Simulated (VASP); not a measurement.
# HPt12F in VASP: single point with PBE+D3(BJ)

Aim: the single point of HPt12F with PBE+D3(BJ).

All numbers are computed with VASP 6.6.1; they aren't measurements. Logs are shortened: lines on timing, memory, paths and dates and some standing lists are left out, and cuts for length are marked.

**1. The cell of the first run**

The cell holds a slab with vacuum, 14 atoms: a = 5.544 Å, b = 5.544 Å, c = 16.526 Å, α = 90.00°, β = 90.00°, γ = 60.00°.

**2. Single point, PBE+D3(BJ)**

INCAR

```
SYSTEM = HPt12F
PREC = Accurate ; ENCUT = 520
EDIFF = 1E-6 ; ISMEAR = 0
SIGMA = 0.15 ; LREAL = .FALSE.
LASPH = .TRUE. ; NELM = 60
ALGO = Normal ; ISIF = 2
LWAVE = .FALSE. ; LCHARG = .FALSE.
GGA = PE ; IVDW = 12
NBANDS = 77
```

KPOINTS

```
regular mesh
0
G
  4 4 1
  0 0 0
```

POSCAR

```
HPt12F
1.0
    5.5437170000      0.0000000000      0.0000000000
    2.7718590000      4.8010000000      0.0000000000
    0.0000000000      0.0000000000     16.5264260000
Pt F H
12 1 1
Direct
    0.1666665718      0.1666667361      0.0605091506
    0.6666666620      0.1666667361      0.0605091506
    0.1666666620      0.6666667361      0.0605091506
    0.6666665718      0.6666667361      0.0605091506
   -0.1684819324      0.3338579463      0.2001482958
    0.3315598027      0.3340535305      0.2003809535
   -0.1685162829      0.8339358467      0.2002658651
    0.3317848134      0.8339918767      0.2002286520
   -0.0038640888      0.0030897730      0.3396644259
    0.4967394270      0.0015946678      0.3401775435
   -0.0031396501      0.5015115601      0.3401322222
    0.4970091803      0.5016069569      0.3400795187
    1.0953110312      0.7781718392      0.5193687371
    1.1401200865      0.6538279525      0.4754731604
```

Potentials or basis: VASP PAW PBE potentials, release 64 (Pt, F, H).

The run is started by

```sh
$ cat potpaw_PBE.64/Pt/POTCAR potpaw_PBE.64/F/POTCAR potpaw_PBE.64/H/POTCAR > POTCAR
$ mpirun -np 1 vasp_std > vasp.out
```

OUTCAR:

```text
SYSTEM = HPt12F
   PREC = Accurate
   ENCUT = 520
   EDIFF = 1E-6
   ISMEAR = 0
   LREAL = .FALSE.
   LASPH = .TRUE.
   NELM = 60
   ISIF = 2
   GGA = PE
   IVDW = 12
 IVDW          = 12

 ion  position               nearest neighbor table
   1  0.167  0.167  0.061-   2 2.77   3 2.77   4 2.77   4 2.77   3 2.77   2 2.77   8 2.81   6 2.81
                             5 2.81
   2  0.667  0.167  0.061-   1 2.77   4 2.77   3 2.77   3 2.77   4 2.77   1 2.77   5 2.80   7 2.81
                             6 2.82
   3  0.167  0.667  0.061-   4 2.77   1 2.77   2 2.77   2 2.77   1 2.77   4 2.77   8 2.81   6 2.81
                             7 2.81
   4  0.667  0.667  0.061-   3 2.77   2 2.77   1 2.77   1 2.77   2 2.77   3 2.77   7 2.81   5 2.81
                             8 2.81
   5  0.832  0.334  0.200-   6 2.77   8 2.77   7 2.77   7 2.77   8 2.77   6 2.77   9 2.80   2 2.80
                             4 2.81  11 2.81   1 2.81  12 2.82
   6  0.332  0.334  0.200-   5 2.77   8 2.77   7 2.77   7 2.77   8 2.77   5 2.77  10 2.81  12 2.81
                             1 2.81   3 2.81  11 2.81   2 2.82
   7  0.831  0.834  0.200-   8 2.77   5 2.77   6 2.77   6 2.77   5 2.77   8 2.77   9 2.81   4 2.81
                             2 2.81  11 2.81   3 2.81  10 2.82
   8  0.332  0.834  0.200-   7 2.77   5 2.77   6 2.77   6 2.77   5 2.77   7 2.77   3 2.81   1 2.81
                            12 2.81  10 2.81   9 2.81   4 2.81
   9  0.996  0.003  0.340-  11 2.77  12 2.77  10 2.77  10 2.77  12 2.78  11 2.78   5 2.80   7 2.81
                             8 2.81
  10  0.497  0.002  0.340-  12 2.77   9 2.77  11 2.77  11 2.77  12 2.77   9 2.77   6 2.81   8 2.81
                             7 2.82
  11  0.997  0.502  0.340-   9 2.77  12 2.77  10 2.77  10 2.77  12 2.77   9 2.78   7 2.81   5 2.81
                             6 2.81
  12  0.497  0.502  0.340-   9 2.77  11 2.77  10 2.77  10 2.77  11 2.77   9 2.78   6 2.81   8 2.81
                             5 2.82
  13  0.095  0.778  0.519-  14 0.94
  14  0.140  0.654  0.475-  13 0.94

  LATTYP: Found a hexagonal cell.
 ALAT       =     5.5437174636
 C/A-ratio  =     2.9811089957

  Lattice vectors:

 A1 = (  -2.7718590000,  -4.8010000000,   0.0000000000)
 A2 = (   5.5437170000,   0.0000000000,   0.0000000000)
 A3 = (   0.0000000000,   0.0000000000,  16.5264260000)

Analysis of symmetry for initial positions (statically):
=====================================================================
 Subroutine PRICEL returns:
 Original cell was already a primitive cell.

 Routine SETGRP: Setting up the symmetry group for a
 hexagonal supercell.

 Subroutine GETGRP returns: Found  1 space group operations
 (whereof  1 operations were pure point group operations)
 out of a pool of 24 trial point group operations.

[... 142 lines left out ...]
     AMIX     =   0.40;   BMIX     =  1.00
     AMIX_MAG =   1.60;   BMIX_MAG =  1.00
  volume/ion in A,a.u.               =      31.42       212.02
  Fermi-wavevector in a.u.,A,eV,Ry     =   1.084861  2.050091 16.013026  1.176924
  Thomas-Fermi vector in A             =   2.220961
   LORBIT       =      0    0 simple, 1 ext, 2 COOP (PROOUT), +10 PAW based schemes
   GGA     = PE    functional components
   LHFCALC =     F    Hartree Fock is set to
   AEXX    =    0.0000 exact exchange contribution
   IVDW    =    12    specifies the selected vdW correction
   LEPSILON=     F    determine dielectric tensor
   LRPA    =     F    only Hartree local field effects (RPA)
 non-spin polarized calculation
 Gauss-broadening in eV      SIGMA  =   0.15
  energy-cutoff  :      520.00
  volume of cell :      439.86
 maximum number of plane-waves:     11863
 NGX is ok and might be reduce to    42
   NGX = 21   NGY = 21   NGZ = 61

 number of electron     128.0000006 magnetization

 Free energy of the ion-electron system (eV)
  ---------------------------------------------------
  ext. energy  EPLUGINS =         0.00000000
  ---------------------------------------------------
  free energy    TOTEN  =       -76.23271515 eV

  energy without entropy =      -75.95443828  energy(sigma->0) =      -76.09357672

 E-fermi :   1.0460     XC(G=0):  -7.0359

 val. band max:        1.0450441534   @ k =   0.0000   0.5000   0.0000
 cond. band min:       1.0463005509   @ k =   0.5000   0.5000   0.0000
 fundamental gap:      0.0012563975
 Fermi energy:         1.0459861560

 k-point     1 :       0.0000    0.0000    0.0000
  band No.  band energies     occupation
      1     -22.6472      2.00000
      2      -8.0327      2.00000
      3      -6.4306      2.00000
      4      -6.0477      2.00000
      5      -5.8166      2.00000
      6      -5.3770      2.00000
[... 779 lines left out ...]
     75       5.6771      0.00000
     76       5.7419      0.00000
 [bands above 76 left out]

------------------------ aborting loop because EDIFF is reached ----------------------------------------

 Edisp (eV)   -6.31803

 E8    (eV) :    -2.9914

  FORCE on cell =-STRESS in cart. coord.  units (eV):
  Direction    XX          YY          ZZ          XY          YZ          ZX
  --------------------------------------------------------------------------------------
  -------------------------------------------------------------------------------------
  Total     -16.69878   -16.57944    -0.76538     0.03189     0.19749     0.08301
  in kB     -60.82522   -60.39052    -2.78788     0.11617     0.71936     0.30236
  external pressure =      -41.33 kB  Pullay stress =        0.00 kB

 VOLUME and BASIS-vectors are now :
 -----------------------------------------------------------------------------
  energy-cutoff  :      520.00
  volume of cell :      439.86
      direct lattice vectors                 reciprocal lattice vectors
     5.543717000  0.000000000  0.000000000     0.180384388 -0.104144989  0.000000000
     2.771859000  4.801000000  0.000000000     0.000000000  0.208289940  0.000000000
     0.000000000  0.000000000 16.526426000     0.000000000  0.000000000  0.060509151

 POSITION                                       TOTAL-FORCE (eV/Angst)
 -----------------------------------------------------------------------------------
      1.38593      0.80017      1.00000         0.003736     -0.002977      0.021524
      4.15779      0.80017      1.00000        -0.013488     -0.006500      0.009792
      2.77186      3.20067      1.00000        -0.003649     -0.001546      0.037952
      5.54372      3.20067      1.00000        -0.001997     -0.000249      0.034180
      5.53511      1.60285      3.30774         0.002059      0.000596     -0.003403
      2.76402      1.60379      3.31158         0.000051      0.000512     -0.002701
      6.92106      4.00373      3.30968         0.001966     -0.000527     -0.000406
      4.15103      4.00400      3.30906         0.000061      0.000552     -0.001694
      5.53086      0.01483      5.61344         0.002301      0.000205     -0.022435
      2.75820      0.00766      5.62192         0.003592      0.001052     -0.024501
      6.91643      2.40776      5.62117         0.004829      0.003940     -0.017330
      4.14566      2.40822      5.62030         0.002390      0.000995     -0.024660
      2.68536      3.73600      8.58331         0.035636      0.190707      0.224226
      2.58911      3.13903      7.85787        -0.037487     -0.186760     -0.230544
 -----------------------------------------------------------------------------------
    total drift:                                0.000473      0.000059     -0.000847

  FREE ENERGIE OF THE ION-ELECTRON SYSTEM (eV)
  ---------------------------------------------------
  free  energy   TOTEN  =       -82.5507472758 eV

  energy  without entropy=      -82.2724704004  energy(sigma->0) =      -82.41160884
```

OSZICAR:

```text
N       E                     dE             d eps       ncg     rms          rms(c)
DAV:   1     0.861702796712E+03    0.86170E+03   -0.59481E+04  1540   0.146E+03
DAV:   2    -0.209732009063E+02   -0.88268E+03   -0.82457E+03  1754   0.302E+02
DAV:   3    -0.795760789066E+02   -0.58603E+02   -0.53465E+02  1896   0.698E+01
[... 22 lines left out ...]
DAV:  26    -0.762326892951E+02   -0.67933E-05   -0.63657E-07  1065   0.344E-03    0.232E-03
DAV:  27    -0.762326981272E+02   -0.88321E-05   -0.87171E-07  1146   0.311E-03    0.164E-03
DAV:  28    -0.762327058150E+02   -0.76878E-05   -0.68902E-07  1098   0.185E-03    0.139E-03
DAV:  29    -0.762327145015E+02   -0.86865E-05   -0.16238E-06  1247   0.195E-03    0.107E-03
DAV:  30    -0.762327151546E+02   -0.65315E-06   -0.89954E-08  1065   0.860E-04
   1 F= -.82550747E+02 E0= -.82411609E+02  d E =-.278277E+00
```

It took 34 min on 1 thread of Intel Xeon 8259CL, shared host; peak memory 0.69 GiB.

Results:

- Free energy: -82.5507 eV
- Largest force: 0.299 eV/Å
- Band gap on the k mesh: zero (bands 64 and 65 overlap by 0.68 eV)
- Dispersion energy per atom: -0.451 eV

Forces on the atoms (eV/Å):
```
Pt   0.004 -0.003  0.022
Pt  -0.013 -0.006  0.010
Pt  -0.004 -0.002  0.038
Pt  -0.002  0.000  0.034
Pt   0.002  0.001 -0.003
Pt   0.000  0.001 -0.003
Pt   0.002 -0.001  0.000
Pt   0.000  0.001 -0.002
Pt   0.002  0.000 -0.022
Pt   0.004  0.001 -0.025
Pt   0.005  0.004 -0.017
Pt   0.002  0.001 -0.025
F    0.036  0.191  0.224
H   -0.037 -0.187 -0.231
```

Caveat: there is no dipole correction, which matters where the two faces differ; spin-orbit coupling is left out, which moves the levels of the heavy elements.
